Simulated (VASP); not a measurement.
**GaSb2: single point with PBE**

GaSb2:

```
Ga Sb
1.0
     3.83005    0.00000    0.00000
    -1.91502    3.31692    0.00000
     0.00000    0.00000    6.14626
Ga Sb
1 2
Cartesian
  0.0000 0.0000 3.0731
  0.0000 2.2113 1.5496
  1.9150 1.1056 4.5966
```

The cell was built from a structure type or drawn by symmetry, and may not be a known phase.

```yaml
Program: VASP 6.6.1
Task: single point
Functional: PBE
Potentials_or_basis: VASP PAW PBE potentials, release 64 (Ga_d, Sb)
Cutoff: 520 eV
k_mesh: 6 × 6 × 4
Occupations: gaussian, width 0.1 eV
Spin: no spin polarisation
Dipole_correction: no
Further_INCAR_settings: ALGO = Normal; EDIFF = 1e-06; NBANDS = 18
```

The pressure is 6.1 GPa and the largest force is 1.227 eV/Å. The band gap on the k mesh is zero (an odd number of electrons rules out a gap without spin polarisation).

Forces on the atoms (eV/Å):
```
Ga   0.000  0.000  0.000
Sb   0.000  0.000 -1.227
Sb   0.000  0.000  1.227
```

Stress tensor (GPa, compression positive):
```
8.50 0.00 0.00
0.00 8.50 0.00
0.00 0.00 1.26
```

Levels at points of the mesh, in eV from the Fermi level:
```csv
k point,band 7,band 8,band 9,band 10,band 11,band 12,band 13,band 14,band 15,band 16
"(0.00, 0.00, 0.00)",-9.31,-5.67,0.93,0.93,1.32,1.32,2.15,3.19,4.39,5.27
"(0.50, 0.00, 0.00)",-9.00,-5.88,-3.97,-2.66,-1.88,-1.16,1.50,1.59,4.53,5.01
"(0.00, 0.00, 0.50)",-10.27,-2.92,-1.76,0.82,0.82,1.65,1.65,3.84,4.49,4.55
"(0.50, 0.00, 0.50)",-9.01,-6.59,-4.87,-1.58,-0.60,-0.04,0.57,1.49,3.89,4.87
```

Run time: 46 s on 1 thread of Intel Xeon 8259CL, on a shared host, peak memory 0.2 GiB.

Caveat: the cell stands under pressure; spin-orbit coupling is left out, which moves the levels of the heavy elements; forces of over 1 eV/Å act on the atoms, so gaps and moduli don't describe the material at rest.
